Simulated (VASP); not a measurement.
# CdS (F-43m) in VASP: notebook, part 2 of 2

VASP 6.6.1.

## (5) Single point, PBE

This run uses another cell than the first one, of 24.81 Å³/atom.

INCAR

```
SYSTEM = CdS
PREC     = Accurate       ! precision mode
ENCUT    = 500            ! plane-wave cutoff, eV
EDIFF    = 1E-6           ! SCF threshold, eV
ISMEAR   = -1             ! smearing method
SIGMA    = 0.02           ! smearing width, eV
LREAL    = .FALSE.        ! projectors in reciprocal space
LASPH    = .TRUE.         ! aspherical terms in the spheres
NELM     = 120            ! most SCF steps
ALGO     = Normal         ! electronic algorithm
ISIF     = 2              ! what is computed and relaxed
LWAVE    = .FALSE.        ! write WAVECAR
LCHARG   = .FALSE.        ! write CHGCAR
GGA      = PE             ! functional
NBANDS   = 16             ! bands
GGA_COMPAT= .FALSE.
```

KPOINTS

```
Automatic mesh
0
G
  4 4 4
  0 0 0
```

POSCAR

```
CdS
1.0
    0.0000000000      2.9165000000      2.9165000000
    2.9165000000      0.0000000000      2.9165000000
    2.9165000000      2.9165000000      0.0000000000
Cd S
1 1
Direct
    0.0000000000      0.0000000000      0.0000000000
    0.7500000000      0.7500000000      0.7500000000
```

Potentials or basis: VASP PAW PBE potentials, release 64 (Cd, S).

On the command line:

```bash
$ cat potpaw_PBE.64/Cd/POTCAR potpaw_PBE.64/S/POTCAR > POTCAR
$ mpirun -np 1 vasp_std > vasp.out
```

OUTCAR:

```text
SYSTEM = CdS
   PREC = Accurate
   ENCUT = 500
   EDIFF = 1E-6
   ISMEAR = -1
   LREAL = .FALSE.
   LASPH = .TRUE.
   NELM = 120
   ISIF = 2
   GGA = PE

 ion  position               nearest neighbor table
   1  0.000  0.000  0.000-   2 2.53   2 2.53   2 2.53   2 2.53
   2  0.750  0.750  0.750-   1 2.53   1 2.53   1 2.53   1 2.53

  LATTYP: Found a face centered cubic cell.
 ALAT       =     5.8330000000

  Lattice vectors:

 A1 = (   0.0000000000,   2.9165000000,   2.9165000000)
 A2 = (   2.9165000000,   0.0000000000,   2.9165000000)
 A3 = (   2.9165000000,   2.9165000000,   0.0000000000)

Analysis of symmetry for initial positions (statically):
=====================================================================
 Subroutine PRICEL returns:
 Original cell was already a primitive cell.

 Routine SETGRP: Setting up the symmetry group for a
 face centered cubic supercell.

 Subroutine GETGRP returns: Found 24 space group operations
 (whereof 24 operations were pure point group operations)
[... 142 lines left out ...]
  free energy    TOTEN  =        -6.08779020 eV

  energy without entropy =       -6.08779020  energy(sigma->0) =       -6.08779020

 E-fermi :   1.8100     XC(G=0):  -9.1404

 val. band max:        1.3374993747   @ k =   0.0000   0.0000   0.0000
 cond. band min:       2.4758765900   @ k =   0.0000   0.0000   0.0000
 fundamental gap:      1.1383772154
 Fermi energy:         1.8100232755

 k-point     1 :       0.0000    0.0000    0.0000
  band No.  band energies     occupation
      1     -11.0301      2.00000
      2      -6.4120      2.00000
      3      -6.4120      2.00000
      4      -6.4120      2.00000
      5      -5.9346      2.00000
      6      -5.9346      2.00000
[... 129 lines left out ...]
      3      -6.1605      2.00000
      4      -5.9735      2.00000
      5      -5.9270      2.00000
      6      -5.3011      2.00000
[... 8 lines left out ...]
     15      14.5497      0.00000
     16      14.6538      0.00000

------------------------ aborting loop because EDIFF is reached ----------------------------------------

  FORCE on cell =-STRESS in cart. coord.  units (eV):
  Direction    XX          YY          ZZ          XY          YZ          ZX
  --------------------------------------------------------------------------------------
  -------------------------------------------------------------------------------------
  Total        1.0397026      1.0397026      1.0397026      0.0000000      0.0000000      0.0000000
  in kB       33.5740518     33.5740518     33.5740518      0.0000000      0.0000000      0.0000000
  external PRESSURE =      33.5740518 kB  Pullay stress =       0.0000000 kB

 VOLUME and BASIS-vectors are now :
 -----------------------------------------------------------------------------
  energy-cutoff  :      500.00
  volume of cell :       49.62
      direct lattice vectors                 reciprocal lattice vectors
     0.000000000  2.916500000  2.916500000    -0.171438368  0.171438368  0.171438368
     2.916500000  0.000000000  2.916500000     0.171438368 -0.171438368  0.171438368
     2.916500000  2.916500000  0.000000000     0.171438368  0.171438368 -0.171438368

 POSITION                                       TOTAL-FORCE (eV/Angst)
 -----------------------------------------------------------------------------------
      0.00000      0.00000      0.00000         0.000000      0.000000      0.000000
      4.37475      4.37475      4.37475        -0.000000     -0.000000     -0.000000
 -----------------------------------------------------------------------------------
    total drift:                                0.000000      0.000000      0.000000

  FREE ENERGIE OF THE ION-ELECTRON SYSTEM (eV)
  ---------------------------------------------------
  free  energy   TOTEN  =        -6.0877902040 eV

  energy  without entropy=       -6.0877902040  energy(sigma->0) =       -6.08779020
```

stdout:

```text
POSCAR found type information on POSCAR CdS
 POSCAR found :  2 types and       2 ions
 scaLAPACK will be used
 LDA part: xc-table for (Slater+PW92), standard interpolation
 POSCAR, INCAR and KPOINTS ok, starting setup
 FFT: planning ... GRIDC
 FFT: planning ... GRID_SOFT
 FFT: planning ... GRID
 WAVECAR not read
 entering main loop
```

It took 8.2 s on 1 thread of Intel Xeon Platinum 8375C at 2.90GHz (Ice Lake), shared host; peak memory 0.16 GiB.

What came out:

```yaml
Free_energy: -6.0878 eV
Pressure: 3.4 GPa
Band_gap_on_the_k_mesh: 1.14 eV
```

Levels at points of the mesh, in eV from the valence-band top:
```tsv
k point	band 5	band 6	band 7	band 8	band 9	band 10	band 11	band 12	band 13	band 14
(0.00, 0.00, 0.00)	-7.27	-7.27	0.00	0.00	0.00	1.14	6.53	6.53	6.53	11.43
(0.50, 0.00, 0.00)	-7.23	-6.89	-4.41	-0.75	-0.75	3.00	7.00	7.00	7.47	11.08
(0.50, 0.50, 0.00)	-7.18	-6.82	-3.96	-1.88	-1.88	3.54	4.34	9.23	10.77	10.77
```

Caveat: the k points lie up to 0.47 Å⁻¹ apart.

## (6) Single point, PBEsol

This run uses another cell than the first one, of 24.71 Å³/atom.

INCAR

```
SYSTEM = CdS
PREC = Accurate
ENCUT = 500
EDIFF = 1E-6
ISMEAR = -1
SIGMA = 0.05
LREAL = .FALSE.
LASPH = .TRUE.
NELM = 120
ALGO = Normal
ISIF = 2
LWAVE = .FALSE.
LCHARG = .FALSE.
GGA = PS
NBANDS = 16
GGA_COMPAT = .FALSE.
```

KPOINTS

```
Automatic mesh
0
G
  8 8 8
  0 0 0
```

POSCAR

```
CdS
1.0
    0.0000000000      2.9127012686      2.9127012686
    2.9127012686      0.0000000000      2.9127012686
    2.9127012686      2.9127012686      0.0000000000
Cd S
1 1
Direct
    0.0000000000      0.0000000000      0.0000000000
    0.7500000000      0.7500000000      0.7500000000
```

Potentials or basis: VASP PAW PBE potentials, release 64 (Cd, S).

On the command line:

```bash
$ cat potpaw_PBE.64/Cd/POTCAR potpaw_PBE.64/S/POTCAR > POTCAR
$ mpirun -np 1 vasp_std > vasp.out
```

OUTCAR:

```text
SYSTEM = CdS
   PREC = Accurate
   ENCUT = 500
   EDIFF = 1E-6
   ISMEAR = -1
   LREAL = .FALSE.
   LASPH = .TRUE.
   NELM = 120
   ISIF = 2
   GGA = PS

 ion  position               nearest neighbor table
   1  0.000  0.000  0.000-   2 2.52   2 2.52   2 2.52   2 2.52
   2  0.750  0.750  0.750-   1 2.52   1 2.52   1 2.52   1 2.52

  LATTYP: Found a face centered cubic cell.
 ALAT       =     5.8254025372

  Lattice vectors:

 A1 = (   0.0000000000,   2.9127012686,   2.9127012686)
 A2 = (   2.9127012686,   0.0000000000,   2.9127012686)
 A3 = (   2.9127012686,   2.9127012686,   0.0000000000)

Analysis of symmetry for initial positions (statically):
=====================================================================
 Subroutine PRICEL returns:
 Original cell was already a primitive cell.

 Routine SETGRP: Setting up the symmetry group for a
 face centered cubic supercell.

 Subroutine GETGRP returns: Found 24 space group operations
 (whereof 24 operations were pure point group operations)
 out of a pool of 48 trial point group operations.

The static configuration has the point symmetry T_d .
[... 157 lines left out ...]

  energy without entropy =       -6.81310384  energy(sigma->0) =       -6.81310403

 E-fermi :   1.7923     XC(G=0):  -9.3966

 val. band max:        1.2459828798   @ k =   0.0000   0.0000   0.0000
 cond. band min:       2.2620119085   @ k =   0.0000   0.0000   0.0000
 fundamental gap:      1.0160290286
 Fermi energy:         1.7922822225

 k-point     1 :       0.0000    0.0000    0.0000
  band No.  band energies     occupation
      1     -11.1632      2.00000
      2      -6.4982      2.00000
      3      -6.4982      2.00000
      4      -6.4982      2.00000
      5      -6.0046      2.00000
      6      -6.0046      2.00000
[... 433 lines left out ...]
      3      -6.2914      2.00000
      4      -6.0330      2.00000
      5      -5.9777      2.00000
      6      -5.5029      2.00000
[... 8 lines left out ...]
     15      13.4425      0.00000
     16      14.3781      0.00000

 [... further k-points ...]

------------------------ aborting loop because EDIFF is reached ----------------------------------------

  FORCE on cell =-STRESS in cart. coord.  units (eV):
  Direction    XX          YY          ZZ          XY          YZ          ZX
  --------------------------------------------------------------------------------------
  -------------------------------------------------------------------------------------
  Total        0.1079110      0.1079110      0.1079110      0.0000000      0.0000000     -0.0000000
  in kB        3.4983109      3.4983109      3.4983109      0.0000000      0.0000000     -0.0000000
  external PRESSURE =       3.4983109 kB  Pullay stress =       0.0000000 kB

 VOLUME and BASIS-vectors are now :
 -----------------------------------------------------------------------------
  energy-cutoff  :      500.00
  volume of cell :       49.42
      direct lattice vectors                 reciprocal lattice vectors
     0.000000000  2.912701269  2.912701269    -0.171661957  0.171661957  0.171661957
     2.912701269  0.000000000  2.912701269     0.171661957 -0.171661957  0.171661957
     2.912701269  2.912701269  0.000000000     0.171661957  0.171661957 -0.171661957

 POSITION                                       TOTAL-FORCE (eV/Angst)
 -----------------------------------------------------------------------------------
      0.00000      0.00000      0.00000         0.000000      0.000000      0.000000
      4.36905      4.36905      4.36905        -0.000000     -0.000000     -0.000000
 -----------------------------------------------------------------------------------
    total drift:                                0.000000      0.000000     -0.000000

  FREE ENERGIE OF THE ION-ELECTRON SYSTEM (eV)
  ---------------------------------------------------
  free  energy   TOTEN  =        -6.8131042162 eV

  energy  without entropy=       -6.8131038377  energy(sigma->0) =       -6.81310403
```

OSZICAR:

```text
N       E                     dE             d eps       ncg     rms          rms(c)
DAV:   1     0.105365852125E+03    0.10537E+03   -0.90246E+03   944   0.101E+03
DAV:   2    -0.322513117497E+01   -0.10859E+03   -0.10235E+03  1120   0.248E+02
DAV:   3    -0.728810313668E+01   -0.40630E+01   -0.40561E+01  1160   0.501E+01
DAV:   4    -0.731198888804E+01   -0.23886E-01   -0.23884E-01  1160   0.379E+00
DAV:   5    -0.731230306660E+01   -0.31418E-03   -0.31417E-03  1208   0.406E-01    0.786E+00
DAV:   6    -0.683565424600E+01    0.47665E+00   -0.78882E-01  1376   0.122E+01    0.633E+00
DAV:   7    -0.681563615830E+01    0.20018E-01   -0.16487E-01  1168   0.288E+00    0.300E+00
DAV:   8    -0.681327155625E+01    0.23646E-02   -0.16986E-02  1032   0.164E+00    0.255E-01
DAV:   9    -0.681302969518E+01    0.24186E-03   -0.20499E-03  1152   0.686E-01    0.523E-02
DAV:  10    -0.681306480406E+01   -0.35109E-04   -0.19758E-04  1136   0.165E-01    0.581E-02
DAV:  11    -0.681310703487E+01   -0.42231E-04   -0.69335E-05  1104   0.752E-02    0.209E-02
DAV:  12    -0.681310361329E+01    0.34216E-05   -0.13577E-05  1192   0.453E-02    0.828E-03
DAV:  13    -0.681310421623E+01   -0.60294E-06   -0.23641E-06  1072   0.882E-03
   1 F= -.68131042E+01 E0= -.68131040E+01  d E =-.378489E-06
```

stdout:

```text
POSCAR found type information on POSCAR CdS
 POSCAR found :  2 types and       2 ions
 scaLAPACK will be used
 -----------------------------------------------------------------------------
|                                                                             |
|                                                                             |
|     You enforced a specific xc type in the INCAR file but a different       |
|     I HOPE YOU KNOW WHAT YOU ARE DOING!                                     |
|                                                                             |
 -----------------------------------------------------------------------------

 LDA part: xc-table for (Slater+PW92), standard interpolation
 POSCAR, INCAR and KPOINTS ok, starting setup
 FFT: planning ... GRIDC
 FFT: planning ... GRID_SOFT
 FFT: planning ... GRID
 WAVECAR not read
 entering main loop
```

Wall time 21 s (1 thread of Intel Xeon Platinum 8375C at 2.90GHz (Ice Lake), shared host); peak memory 0.17 GiB.

Results:

```yaml
Free_energy: -6.8131 eV
Pressure: 0.3 GPa
Band_gap_on_the_k_mesh: 1.02 eV
```

Levels at points of the mesh, in eV from the valence-band top:
| k point | band 5 | band 6 | band 7 | band 8 | band 9 | band 10 | band 11 | band 12 | band 13 | band 14 |
| --- | --- | --- | --- | --- | --- | --- | --- | --- | --- | --- |
| (0.00, 0.00, 0.00) | -7.25 | -7.25 | 0.00 | 0.00 | 0.00 | 1.02 | 6.44 | 6.44 | 6.44 | 11.23 |
| (0.50, 0.00, 0.00) | -7.21 | -6.87 | -4.51 | -0.77 | -0.77 | 2.90 | 6.91 | 6.91 | 7.34 | 10.89 |
| (0.50, 0.50, 0.00) | -7.16 | -6.80 | -4.03 | -1.93 | -1.93 | 3.38 | 4.25 | 9.09 | 10.69 | 10.69 |

Caveat: the PAW data sets were made with another functional, which shifts forces and pressure a little.

## (7) The runs side by side

| level | cell | k mesh | cutoff (eV) | smearing | grid for exact exchange (PRECFOCK) | share of exact exchange | gap on the mesh (eV) | pressure (GPa) |
| --- | --- | --- | --- | --- | --- | --- | --- | --- |
| r2SCAN0 | a = 4.097 Å, angles 60.0°, 2 atoms | 4 × 4 × 4 | 520 | fermi-dirac 0.05 eV | Normal | 0.25 | 3.21 | 2.6 |
| r2SCAN0 | a = 4.125 Å, angles 60.0°, 2 atoms | 4 × 4 × 4 | 520 | fermi-dirac 0.05 eV | Normal | 0.25 | 3.15 | 1.3 |
| r2SCAN0 | a = 4.152 Å, angles 60.0°, 2 atoms | 4 × 4 × 4 | 520 | fermi-dirac 0.05 eV | Normal | 0.25 | 3.10 | -0.2 |
| PBE | a = 4.125 Å, angles 60.0°, 2 atoms | 4 × 4 × 4 | 500 | fermi-dirac 0.02 eV | - | - | 1.14 | 3.4 |
| PBEsol | a = 4.119 Å, angles 60.0°, 2 atoms | 8 × 8 × 8 | 500 | fermi-dirac 0.05 eV | - | - | 1.02 | 0.3 |

Alike in all rows: task single point; potentials or basis VASP PAW PBE potentials, release 64 (Cd, S); no spin polarisation.

Caveats: some runs use coarse meshes; the PAW data sets were made with another functional, which shifts forces and pressure a little (at least some runs).

Total energies depend on the potentials used, so only differences within one code and one set of settings carry meaning.
